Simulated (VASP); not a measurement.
InP:

```
In P
1.0
     0.00000    2.93050    2.93050
     2.93050    0.00000    2.93050
     2.93050    2.93050    0.00000
In P
1 1
Direct
  0.00000 0.00000 0.00000
  0.75000 0.75000 0.75000
```

* Program: VASP 6.6.1
* Task: relaxation of cell and atoms
* Functional: b88 exchange, pbe correlation
* Potentials or basis: VASP PAW PBE potentials, release 64 (In_d, P)
* Cutoff: 500 eV
* k mesh: 8 × 8 × 8
* Occupations: fermi-dirac, width 0.05 eV
* Spin: no spin polarisation

At the start: pressure 3.2 GPa; volume 25.17 Å³/atom.

Problem. Where does the relaxation end?

Solution. Over 3 steps the energy falls by 11.7 meV/atom and the volume is 26.40 Å³/atom (+4.9 %); space group F-43m (No. 216, to 0.1 Å) before and after.

The path:
| step | energy change (eV) | largest force (eV/Å) | pressure (GPa) | volume (Å³) |
| --- | --- | --- | --- | --- |
| 1 | 0.0000 | 0.0000 | 3.18 | 50.33 |
| 2 | -0.0181 | 0.0000 | -1.32 | 54.07 |
| 3 | -0.0234 | 0.0000 | 0.00 | 52.80 |

Final structure:
```
In P
1.0
     0.00000    2.97762    2.97762
     2.97762    0.00000    2.97762
     2.97762    2.97762    0.00000
In P
1 1
Direct
  0.00000 0.00000 0.00000
  0.75000 0.75000 0.75000
```

Caveat: the PAW data sets were made with another functional, which shifts forces and pressure a little.
